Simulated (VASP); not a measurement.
Set up this calculation in VASP 6.6.1, as the native input.

| Item | Value |
| --- | --- |
| Task | single point |
| Functional | PBE |
| Potentials or basis | VASP PAW PBE potentials, release 64 (Ti_sv, O_h) |
| Cutoff | 910 eV |
| k mesh | 8 × 8 × 4 |
| Occupations | fermi-dirac, width 0.05 eV |
| Spin | no spin polarisation |
| Dipole correction | no |
| Further INCAR settings | ALGO = Normal; EDIFF = 1e-06; NBANDS = 60 |

The structure of TiO2 lies in POSCAR:

```
TiO2
1.0
    6.0279587373     -1.8450195788      0.0000000000
    6.0279587373      1.8450195788      0.0000000000
   -1.8889614683      0.0000000000      6.1997680296
Ti O
4 8
Direct
    0.9000710000      0.9000710000      0.2896020000
    0.1952860000      0.1952860000      0.2837620000
    0.0999290000      0.0999290000      0.7103980000
    0.8047140000      0.8047140000      0.7162380000
    0.3619310000      0.3619310000      0.2933970000
    0.2634885000      0.2634885000      0.6525000000
    0.8671885000      0.8671885000      0.9952910000
    0.7365115000      0.7365115000      0.3475000000
    0.9416475000      0.9416475000      0.6300210000
    0.1328115000      0.1328115000      0.0047090000
    0.6380690000      0.6380690000      0.7066030000
    0.0583525000      0.0583525000      0.3699790000
```

The input as run:

INCAR

```
SYSTEM = TiO2
ALGO = Normal ; EDIFF = 1E-6
ENCUT = 910 ; GGA = PE
GGA_COMPAT = .FALSE. ; ISIF = 2
ISMEAR = -1 ; LASPH = .TRUE.
LCHARG = .FALSE. ; LREAL = .FALSE.
LWAVE = .FALSE. ; NBANDS = 60
NELM = 120 ; PREC = Accurate
SIGMA = 0.05
```

KPOINTS

```
k-points
0
G
  8 8 4
  0 0 0
```

Potentials or basis: VASP PAW PBE potentials, release 64 (Ti_sv, O_h).

Launch:

```sh
$ cat potpaw_PBE.64/Ti_sv/POTCAR potpaw_PBE.64/O_h/POTCAR > POTCAR
$ mpirun -np 1 vasp_std > vasp.out
```

It gave:

- Pressure: 12.5 GPa
- Largest force: 0.318 eV/Å
- Band gap on the k mesh: 2.95 eV (least direct gap 3.13 eV)

Caveat: the cell stands under pressure.

Run time: 34 min on 1 thread of AMD EPYC 9R45 96-Core Processor (Zen 5) (shared host), peak memory 1.3 GiB.
